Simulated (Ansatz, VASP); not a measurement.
## One calculation of Ag, two programs

The input INCAR:

```
SYSTEM = Ag
  ALGO = Normal
  EDIFF = 1E-6
  ENCUT = 520
  GGA = PS
  ISIF = 2
  ISMEAR = 0
  LASPH = .True.
  LCHARG = .False.
  LREAL = .False.
  LWAVE = .False.
  NBANDS = 30
  NELM = 80
  PREC = Accurate
  SIGMA = 0.1
```

KPOINTS

```
k-points
0
Gamma
  12 12 4
  0 0 0
```

Contents of POSCAR:

```
Ag
1.0
    2.8709531701      0.0000000000      0.0000000000
   -1.4354765850      2.4863183784      0.0000000000
    0.0000000000      0.0000000000      9.3380588751
Ag
4
Direct
    0.3333333333      0.6666666667      0.2500000000
    0.6666666667      0.3333333333      0.7500000000
    0.0000000000      0.0000000000      0.0000000000
    0.0000000000      0.0000000000      0.5000000000
```

Input for Ansatz:

```yaml
crystal:
  lattice:
    - [2.8709531734, 0.0, 0.0]
    - [-1.4354765867, 2.4863183812, 0.0]
    - [0.0, 0.0, 9.3380588842]
  atoms:
    - { symbol: Ag, position: [0.3333333333, 0.6666666667, 0.25] }
    - { symbol: Ag, position: [0.6666666667, 0.3333333333, 0.75] }
    - { symbol: Ag, position: [0.0, 0.0, 0.0] }
    - { symbol: Ag, position: [0.0, 0.0, 0.5] }
basis:
  ecutwfc: 420
kpoints:
  mp_grid: { grid: [12, 12, 4] }
hamiltonian:
  xc: pbesol
scf:
  occupations: { method: gaussian, width: 0.1 }
output:
  forces: true
  stress: true
  eigenvalues: true
```

Alike in both runs: task single point; functional PBEsol; k mesh 12 × 12 × 4; occupations gaussian, width 0.1 eV; no spin polarisation.

|  | VASP | Ansatz |
| --- | --- | --- |
| version | VASP 6.6.1 | Ansatz 0.2.0 |
| potentials or method | VASP PAW PBE potentials, release 64 (Ag), cutoff 520 eV | scalar-relativistic, plane waves, PAW |
| valence electrons in the cell | 44 | 76 |

```csv
,VASP,Ansatz,Ansatz less VASP
gap on the k mesh at the Fermi level (eV),none,none,-
pressure (GPa),0.0,0.2,+0.22
"traceless stress, the component that is largest in VASP (GPa)",-0.14,-0.14,0.000
```

VASP's potentials were made for PBE, not for PBEsol. A gap of «none» marks a metal or a gap that the smearing closes. VASP's potentials hold 44 valence electrons a cell and Ansatz's 76, so a difference there can come from the potentials and not from the codes.
